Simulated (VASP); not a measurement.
Zn:

```
Zn
1.0
    -1.56904    1.56904    1.56904
     1.56904   -1.56904    1.56904
     1.56904    1.56904   -1.56904
Zn
1
Direct
  0.00000 0.00000 0.00000
```

This isn't the form of Zn at room conditions, which is hcp.

```yaml
Program: VASP 6.6.1
Task: relaxation of cell and atoms
Functional: B3LYP
Potentials_or_basis: VASP PAW PBE potentials, release 64 (Zn)
Cutoff: 600 eV
k_mesh: 6 × 6 × 6
Occupations: fermi-dirac, width 0.05 eV
Spin: no spin polarisation
```

At the start: pressure 3.9 GPa; volume 15.45 Å³/atom.

**Question.** Where does the relaxation end?

**Answer.** Over 3 steps the energy falls by 11.4 meV/atom and the volume is 16.36 Å³/atom (+5.9 %); space group Im-3m (No. 229, to 0.1 Å) before and after.

The path:
| step | energy change (eV) | largest force (eV/Å) | pressure (GPa) | volume (Å³) |
| --- | --- | --- | --- | --- |
| 1 | 0.0000 | 0.0000 | 3.92 | 15.45 |
| 2 | -0.0113 | 0.0000 | 0.20 | 16.31 |
| 3 | -0.0114 | 0.0000 | 0.03 | 16.36 |

Final structure:
```yaml
crystal:
  lattice:
    - [-1.59912, 1.59912, 1.59912]
    - [1.59912, -1.59912, 1.59912]
    - [1.59912, 1.59912, -1.59912]
  atoms:
    - { symbol: Zn, position: [0.00000, 0.00000, 0.00000] }
```

Caveat: the k points lie up to 0.46 Å⁻¹ apart in the final cell, too coarse for converged energies and pressures of a metal; the PAW data sets were made with another functional, which shifts forces and pressure a little.
